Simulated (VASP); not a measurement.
Runs of VASP 6.6.1 on TePb. The structure is that of space group Fm-3m (No. 225), or close to it. The cells are those of the table. 

```tsv
level	cell	cutoff (eV)	gap on the mesh (eV)	pressure (GPa)
revPBE	a = 4.657 Å, angles 60.0°, 2 atoms	500	0.90	0.7
r2SCAN+rVV10	a = 4.564 Å, angles 60.0°, 2 atoms	550	0.98	(a)
PBEsol	a = 4.558 Å, angles 60.0°, 2 atoms	500	0.65	-0.1
PBEsol	a = 4.496 Å, angles 60.0°, 2 atoms	500	(b)	1.9
revPBE	a = 4.689 Å, angles 60.0°, 2 atoms	500	0.93	-0.1
PBE+D4	a = 4.545 Å, angles 60.0°, 2 atoms	500	0.70	0.8
PBE+D4	a = 4.570 Å, angles 60.0°, 2 atoms	500	0.74	0.1
PBE	a = 4.564 Å, angles 60.0°, 2 atoms	500	0.73	2.3
```

Alike in all rows: task single point; potentials or basis VASP PAW PBE potentials, release 64 (Pb_d, Te); no spin polarisation; k mesh 6 × 6 × 6; smearing gaussian 0.05 eV.

**Question.** Fill in the values left out.

**Answer.** (a) 1.0; (b) 0.56.

Caveats: spin-orbit coupling is left out, which moves the levels of the heavy elements; the PAW data sets were made with another functional, which shifts forces and pressure a little (some runs).

A k mesh can miss the band edges, and the runs leave out spin-orbit coupling on Pb, Te.
